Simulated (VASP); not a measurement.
Write the native input for VASP 6.6.1 that does the following.

- Task: single point
- Functional: PBE
- Potentials or basis: VASP PAW PBE potentials, release 64 (Al, Fe)
- Cutoff: 520 eV
- k mesh: 9 × 9 × 9
- Occupations: fermi-dirac, width 0.1 eV
- Spin: collinear spin, ferromagnetic start
- Starting moments: [0.11, 3.29] μB
- Fixed moment: 3.4 μB
- Dipole correction: no
- Further INCAR settings: ALGO = Normal; EDIFF = 1e-06; NBANDS = 16

The structure of AlFe lies in POSCAR:

```
AlFe
1.0
    2.9100000000      0.0000000000      0.0000000000
    0.0000000000      2.9100000000      0.0000000000
    0.0000000000      0.0000000000      2.9100000000
Al Fe
1 1
Direct
    0.0000000000      0.0000000000      0.0000000000
    0.5000000000      0.5000000000      0.5000000000
```

One way to write it, as run:

INCAR

```
  PREC = Accurate
  ENCUT = 520
  EDIFF = 1E-6
  ISMEAR = -1
  SIGMA = 0.1
  LREAL = F
  LASPH = T
  NELM = 150
  ALGO = Normal
  ISIF = 2
  LWAVE = F
  LCHARG = F
  ISPIN = 2
  MAGMOM = 0.11 3.29
  LORBIT = 11
  NUPDOWN = 3.4
  LMAXMIX = 4
  GGA = PE
  NBANDS = 16
```

KPOINTS

```
regular mesh
0
Gamma
  9 9 9
```

Potentials or basis: VASP PAW PBE potentials, release 64 (Al, Fe).

Run with:

```sh
$ cat potpaw_PBE.64/Al/POTCAR potpaw_PBE.64/Fe/POTCAR > POTCAR
$ mpirun -np 1 vasp_std > vasp.out
```

Results of the run:

* Pressure: 23.9 GPa
* Net moment: 3.40 μB per cell
* Site moments: Al +0.04; Fe +3.07 μB
* Valence electrons inside the program's atomic spheres: Al 0.85; Fe 7.23

Caveat: the total moment is fixed, so each spin has its own Fermi level.

Wall time 17 s on 1 thread of Intel(R) Xeon(R) Platinum 8375C CPU @ 2.90GHz (Ice Lake) (shared host), peak memory 0.16 GiB.
